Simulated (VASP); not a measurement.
# InAs (F-43m) in VASP: vibrations by perturbation theory with PBE

Aim: the vibrations by perturbation theory of InAs with PBE.

Everything below comes from runs of VASP 6.6.1. Logs are shortened: lines on timing, memory, paths and dates and some standing lists are left out, and cuts for length are marked.

### 1 The cell of the first run

The structure is cubic, space group F-43m (No. 216). Conventional cell: a = 6.036 Å, b = 6.036 Å, c = 6.036 Å, α = 90.00°, β = 90.00°, γ = 90.00°. Within 3.4 Å of In (site symmetry -43m) lie 4 As at 2.61 Å. As (site symmetry -43m) has 4 In at 2.61 Å within 3.4 Å.

### 2 Vibrations by perturbation theory, PBE

INCAR reads:

```
PREC = Accurate
ENCUT = 500
EDIFF = 1E-8
ISMEAR = 0
SIGMA = 0.01
LREAL = F
LASPH = T
NELM = 120
ALGO = Normal
ISIF = 2
LWAVE = F
LCHARG = F
GGA = PE
NBANDS = 16
IBRION = 8
NSW = 1
GGA_COMPAT = F
```

KPOINTS reads:

```
Automatic mesh
0
Gamma
  6 6 6
```

POSCAR reads:

```
InAs
1.0
    0.0000000000      3.0180000000      3.0180000000
    3.0180000000      0.0000000000      3.0180000000
    3.0180000000      3.0180000000      0.0000000000
In As
1 1
Direct
    0.0000000000      0.0000000000      0.0000000000
    0.2500000000      0.2500000000      0.2500000000
```

Potentials or basis: VASP PAW PBE potentials, release 64 (In_d, As).

On the command line:

```
> cat potpaw_PBE.64/In_d/POTCAR potpaw_PBE.64/As/POTCAR > POTCAR
> mpirun -np 1 vasp_std > vasp.out
```

OUTCAR:

```text
PREC = Accurate
   ENCUT = 500
   EDIFF = 1E-8
   ISMEAR = 0
   LREAL = F
   LASPH = T
   NELM = 120
   ISIF = 2
   GGA = PE
   IBRION = 8
   NSW = 1

 ion  position               nearest neighbor table
   1  0.000  0.000  0.000-   2 2.61   2 2.61   2 2.61   2 2.61
   2  0.250  0.250  0.250-   1 2.61   1 2.61   1 2.61   1 2.61

  LATTYP: Found a face centered cubic cell.
 ALAT       =     6.0360000000

  Lattice vectors:

 A1 = (   0.0000000000,   3.0180000000,   3.0180000000)
 A2 = (   3.0180000000,   0.0000000000,   3.0180000000)
 A3 = (   3.0180000000,   3.0180000000,   0.0000000000)

Analysis of symmetry for initial positions (statically):
=====================================================================
 Subroutine PRICEL returns:
 Original cell was already a primitive cell.

 Routine SETGRP: Setting up the symmetry group for a
 face centered cubic supercell.

 Subroutine GETGRP returns: Found 24 space group operations
 (whereof 24 operations were pure point group operations)
 out of a pool of 48 trial point group operations.

The static configuration has the point symmetry T_d .

Analysis of symmetry for dynamics (positions and initial velocities):
=====================================================================
 Subroutine PRICEL returns:
 Original cell was already a primitive cell.

 Routine SETGRP: Setting up the symmetry group for a
 face centered cubic supercell.

 Subroutine GETGRP returns: Found 24 space group operations
 (whereof 24 operations were pure point group operations)
 out of a pool of 48 trial point group operations.

The dynamic configuration has the point symmetry T_d .

 Subroutine INISYM returns: Found 24 space group operations
 (whereof 24 operations are pure point group operations),
 and found     1 'primitive' translations

----------------------------------------------------------------------------------------

                                     Primitive cell

  volume of cell :      54.9778

  direct lattice vectors                    reciprocal lattice vectors
     0.000000000  3.018000000  3.018000000    -0.165672631  0.165672631  0.165672631
     3.018000000  0.000000000  3.018000000     0.165672631 -0.165672631  0.165672631
     3.018000000  3.018000000  0.000000000     0.165672631  0.165672631 -0.165672631

  length of vectors
     4.268096531  4.268096531  4.268096531     0.286953414  0.286953414  0.286953414

  position of ions in fractional coordinates (direct lattice)
     0.000000000  0.000000000  0.000000000
     0.250000000  0.250000000  0.250000000

  ion indices of the primitive-cell ions
   primitive index   ion index
                 1           1
                 2           2

----------------------------------------------------------------------------------------

 KPOINTS: Automatic mesh

Automatic generation of k-mesh.
 Grid dimensions read from file:
 generate k-points for:    6    6    6

 Generating k-lattice:

  Cartesian coordinates                     Fractional coordinates (reciprocal lattice)
    -0.027612105  0.027612105  0.027612105     0.166666667  0.000000000  0.000000000
     0.027612105 -0.027612105  0.027612105     0.000000000  0.166666667  0.000000000
     0.027612105  0.027612105 -0.027612105     0.000000000  0.000000000  0.166666667

  Length of vectors
     0.047825569  0.047825569  0.047825569

  Shift w.r.t. Gamma in fractional coordinates (k-lattice)
     0.000000000  0.000000000  0.000000000

 Subroutine IBZKPT returns following result:
 ===========================================

 Found     16 irreducible k-points:

 Following reciprocal coordinates:
            Coordinates               Weight
  0.000000  0.000000  0.000000      1.000000
  0.166667  0.000000  0.000000      8.000000
  0.333333  0.000000  0.000000      8.000000
  0.500000  0.000000  0.000000      4.000000
  0.166667  0.166667  0.000000      6.000000
  0.333333  0.166667  0.000000     24.000000
[... 8 lines left out ...]
 -0.333333  0.333333  0.166667     24.000000
 -0.333333  0.500000  0.166667     12.000000
   k-points           NKPTS =     16   k-points in BZ     NKDIM =     16   number of bands    NBANDS=     16
   number of dos      NEDOS =    301   number of ions     NIONS =      2
   total plane-waves  NPLWV =  32768
   dimension x,y,z NGX =    32 NGY =   32 NGZ =   32
   dimension x,y,z NGXF=    64 NGYF=   64 NGZF=   64
   ions per type =               1   1
   NGX,Y,Z   is equivalent  to a cutoff of  12.46, 12.46, 12.46 a.u.
   NGXF,Y,Z  is equivalent  to a cutoff of  24.93, 24.93, 24.93 a.u.
 SYSTEM =  unknown system
   PREC   = accura    normal or accurate (medium, high low for compatibility)
   ISTART =      0    job   : 0-new  1-cont  2-samecut
   ICHARG =      2    charge: 1-file 2-atom 10-const
   ISPIN  =      1    spin polarized calculation?
   LNONCOLLINEAR =      F non collinear calculations
   LSORBIT =      F    spin-orbit coupling
   LASPH  =      T    aspherical Exc in radial PAW
   ENCUT  =  500.0 eV  36.75 Ry    6.06 a.u.   7.78  7.78  7.78*2*pi/ulx,y,z
   NELM   =    120;   NELMIN=  2; NELMDL= -5     # of ELM steps
   EDIFF  = 0.1E-07   stopping-criterion for ELM
   LREAL  =      F    real-space projection
   EDIFFG = 0.1E-06   stopping-criterion for IOM
   NSW    =      1    number of steps for IOM
   IBRION =      8    ionic relax: 0-MD 1-quasi-New 2-CG
   NFREE  =      0    steps in history (QN), initial steepest desc. (CG)
   ISIF   =      2    stress and relaxation
   ISYM   =      2    0-nonsym 1-usesym 2-fastsym
   POTIM  = 0.5000    time-step for ionic-motion
   TEBEG  =    0.0;   TEEND  =   0.0 temperature during run
   PSTRESS=    0.0 pullay stress
   NELECT =      18.0000    total number of electrons
   NUPDOWN=      -1.0000    fix difference up-down
   EMIN   =  10.00;   EMAX   =-10.00  energy-range for DOS
   EFERMI =   0.00;   METHOD = LEGACY
   ISMEAR =     0;   SIGMA  =   0.01  broadening in eV -4-tet -1-fermi 0-gaus
   EFERMI_NEDOS =   21; number of points for ismear=-14 and -15
   IALGO  =     38    algorithm
   IMIX   =      4    mixing-type and parameters
     AMIX     =   0.40;   BMIX     =  1.00
     AMIX_MAG =   1.60;   BMIX_MAG =  1.00
  volume/ion in A,a.u.               =      27.49       185.50
  Fermi-wavevector in a.u.,A,eV,Ry     =   1.128331  2.132236 17.321990  1.273130
  Thomas-Fermi vector in A             =   2.265020
   LORBIT       =      0    0 simple, 1 ext, 2 COOP (PROOUT), +10 PAW based schemes
   GGA     = PE    functional components
   LHFCALC =     F    Hartree Fock is set to
   AEXX    =    0.0000 exact exchange contribution
   IVDW    =     0    specifies the selected vdW correction
   LEPSILON=     F    determine dielectric tensor
   LRPA    =     F    only Hartree local field effects (RPA)
 non-spin polarized calculation
 Gauss-broadening in eV      SIGMA  =   0.01
  energy-cutoff  :      500.00
  volume of cell :       54.98
 maximum number of plane-waves:      1411
   NGX = 15   NGY = 15   NGZ = 15

--------------------------------------- Ionic step        1  -------------------------------------------

 number of electron      17.9999991 magnetization

 Free energy of the ion-electron system (eV)
  ---------------------------------------------------
  ext. energy  EPLUGINS =         0.00000000
  ---------------------------------------------------
  free energy    TOTEN  =        -7.64566782 eV

  energy without entropy =       -7.64559641  energy(sigma->0) =       -7.64563212

 E-fermi :   4.5730     XC(G=0):  -9.1138

 val. band max:        4.5699939477   @ k =   0.0000   0.0000   0.0000
 cond. band min:       5.5358704626   @ k =   0.5000   0.0000   0.0000
 fundamental gap:      0.9658765149
 Fermi energy:         4.5730395107

 k-point     1 :       0.0000    0.0000    0.0000
  band No.  band energies     occupation
      1      -9.8397      2.00000
      2      -9.8397      2.00000
      3      -9.8397      2.00000
      4      -9.7119      2.00000
      5      -9.7119      2.00000
      6      -7.3267      2.00000
[... 283 lines left out ...]
      5      -9.6982      2.00000
      6      -5.2511      2.00000
[... 8 lines left out ...]
     15      16.2371      0.00000
     16      16.4481      0.00000

------------------------ aborting loop because EDIFF is reached ----------------------------------------

  FORCE on cell =-STRESS in cart. coord.  units (eV):
  Direction    XX          YY          ZZ          XY          YZ          ZX
  --------------------------------------------------------------------------------------
  -------------------------------------------------------------------------------------
  Total        1.5223453      1.5223453      1.5223453      0.0000000      0.0000000     -0.0000000
  in kB       44.3645469     44.3645469     44.3645469      0.0000000      0.0000000     -0.0000000
  external PRESSURE =      44.3645469 kB  Pullay stress =       0.0000000 kB

 VOLUME and BASIS-vectors are now :
 -----------------------------------------------------------------------------
  energy-cutoff  :      500.00
  volume of cell :       54.98
      direct lattice vectors                 reciprocal lattice vectors
     0.000000000  3.018000000  3.018000000    -0.165672631  0.165672631  0.165672631
     3.018000000  0.000000000  3.018000000     0.165672631 -0.165672631  0.165672631
     3.018000000  3.018000000  0.000000000     0.165672631  0.165672631 -0.165672631

 POSITION                                       TOTAL-FORCE (eV/Angst)
 -----------------------------------------------------------------------------------
      0.00000      0.00000      0.00000         0.000000      0.000000      0.000000
      1.50900      1.50900      1.50900        -0.000000     -0.000000     -0.000000
 -----------------------------------------------------------------------------------
    total drift:                               -0.000000     -0.000000     -0.000000

  FREE ENERGIE OF THE ION-ELECTRON SYSTEM (eV)
  ---------------------------------------------------
  free  energy   TOTEN  =        -7.6456678242 eV

  energy  without entropy=       -7.6455964064  energy(sigma->0) =       -7.64563212

[... ionic steps 2 to 3 ...]

--------------------------------------- Ionic step        4  -------------------------------------------

------------------------ aborting loop because EDIFF is reached ----------------------------------------

[... ionic steps 5 to 6 ...]

--------------------------------------- Ionic step        7  -------------------------------------------

 Free energy of the ion-electron system (eV)
  ---------------------------------------------------
  ---------------------------------------------------
  free energy    TOTEN  =        -0.04572098 eV

  energy without entropy =       -0.04572098

------------------------ aborting loop because EDIFF is reached ----------------------------------------

 INTERNAL STRAIN TENSOR  FOR ION    2  DIRECTION 1   (eV/Angst):
 -----------------------------------------------------------------------------
     0.01691  0.00000  0.00000
     0.00000 -0.00664-10.64884
     0.00000-10.64884 -0.00664

 INTERNAL STRAIN TENSOR FOR ION    2 for displacements in x,y,z  (eV/Angst):
          X           Y           Z          XY          YZ          ZX
  --------------------------------------------------------------------------------
  x     0.00000    -0.00000    -0.00000     0.00000   -10.64884     0.00000
  y    -0.00000     0.00000    -0.00000     0.00000     0.00000   -10.64884
  z    -0.00000    -0.00000     0.00000   -10.64884     0.00000     0.00000

 SECOND DERIVATIVES (NOT SYMMETRIZED)
 ------------------------------------
               1X          1Y          1Z          2X          2Y          2Z
  1X    -5.713168    0.000000    0.000000    5.713168    0.000000    0.000000
  1Y     0.000000   -5.713168    0.000000    0.000000    5.713168    0.000000
  1Z     0.000000    0.000000   -5.713168    0.000000    0.000000    5.713168
  2X     5.750209    0.000000    0.000000   -5.750209    0.000000    0.000000
  2Y     0.000000    5.750209    0.000000    0.000000   -5.750209    0.000000
  2Z     0.000000    0.000000    5.750209    0.000000    0.000000   -5.750209

 Eigenvectors and eigenvalues of the dynamical matrix
 ----------------------------------------------------

   1 f  =    5.560430 THz    34.937209 2PiTHz  185.475965 cm-1    22.996078 meV
             X         Y         Z           dx          dy          dz
      0.000000  0.000000  0.000000    -0.627152   -0.000000   -0.000000
      1.509000  1.509000  1.509000     0.778897    0.000000   -0.000000
[... 21 lines left out ...]
   6 f/i=    0.008777 THz     0.055146 2PiTHz    0.292761 cm-1     0.036298 meV
             X         Y         Z           dx          dy          dz
      0.000000  0.000000  0.000000    -0.750539   -0.193805    0.076227
      1.509000  1.509000  1.509000    -0.604319   -0.156048    0.061377

--------------------------------------------------------------------------------------------------------

 ELASTIC MODULI CONTR FROM IONIC RELAXATION (kBar)
 Direction    XX          YY          ZZ          XY          YZ          ZX
 --------------------------------------------------------------------------------
 XX          -0.0000     -0.0000      0.0000     -0.0000      0.0000     -0.0000
 YY          -0.0000     -0.0000     -0.0000     -0.0000     -0.0000     -0.0000
 ZZ           0.0000     -0.0000     -0.0000      0.0000     -0.0000     -0.0000
 XY          -0.0000     -0.0000      0.0000   -569.6753      0.0000     -0.0000
 YZ           0.0000     -0.0000     -0.0000      0.0000   -569.6753      0.0000
 ZX          -0.0000     -0.0000     -0.0000     -0.0000      0.0000   -569.6753
 --------------------------------------------------------------------------------
```

Wall time 3.4 min (1 thread of Intel Xeon 8259CL, shared host); peak memory 0.27 GiB.

Results:

```yaml
Highest_phonon_frequency_at_Γ_LO-TO_splitting_left_out: 185 cm⁻¹
```

Phonon frequencies in cm⁻¹ (negative: imaginary):
```csv
q point,frequencies
"(0.000, 0.000, 0.000)",0 0 0 185 185 185
```

Caveat: the cell wasn't relaxed at this level first, which shifts response properties; spin-orbit coupling is left out, which moves the levels of the heavy elements.
